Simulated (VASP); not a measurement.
Runs of VASP 6.6.1 on Ru. The structure is that of space group P6_3/mmc (No. 194), or close to it. The cells are those of the table. 

| spin | cell | k mesh | smearing | gap on the mesh (eV) | pressure (GPa) |
| --- | --- | --- | --- | --- | --- |
| collinear, ferromagnetic start | a = 2.678, b = 2.678, c = 4.215 Å, angles 90.0, 90.0, 120.0°, 2 atoms | 22 × 22 × 12 | fermi-dirac 0.05 eV | none | (b) |
| off | a = 2.781, b = 2.781, c = 4.381 Å, angles 90.0, 90.0, 120.0°, 2 atoms | 22 × 22 × 12 | fermi-dirac 0.1 eV | none | (a) |
| off | a = 2.678, b = 2.678, c = 4.218 Å, angles 90.0, 90.0, 120.0°, 2 atoms | 13 × 13 × 8 | gaussian 0.6 eV | none | 2.1 |
| off | a = 2.678, b = 2.678, c = 4.218 Å, angles 90.0, 90.0, 120.0°, 2 atoms | 13 × 13 × 8 | gaussian 0.3 eV | none | 1.1 |
| off | a = 2.678, b = 2.678, c = 4.218 Å, angles 90.0, 90.0, 120.0°, 2 atoms | 13 × 13 × 8 | gaussian 0.1 eV | none | 0.8 |

Alike in all rows: task single point; level LDA; potentials or basis VASP PAW LDA potentials, release 64 (Ru_pv); cutoff (eV) 520.

Q: Fill in the values left out.

A: (a) -31.0; (b) 1.0.

Caveats: so wide a smearing shifts energies and pressures (at least some runs); an empty level that is flat over the whole mesh can mark a ghost state of the potentials, or a narrow d or f band (at least some runs); the cell stands under tension (at least some runs).

A k mesh can miss the band edges, and the runs leave out spin-orbit coupling on Ru.

A gap of «none» marks levels without a gap at the run's occupations.
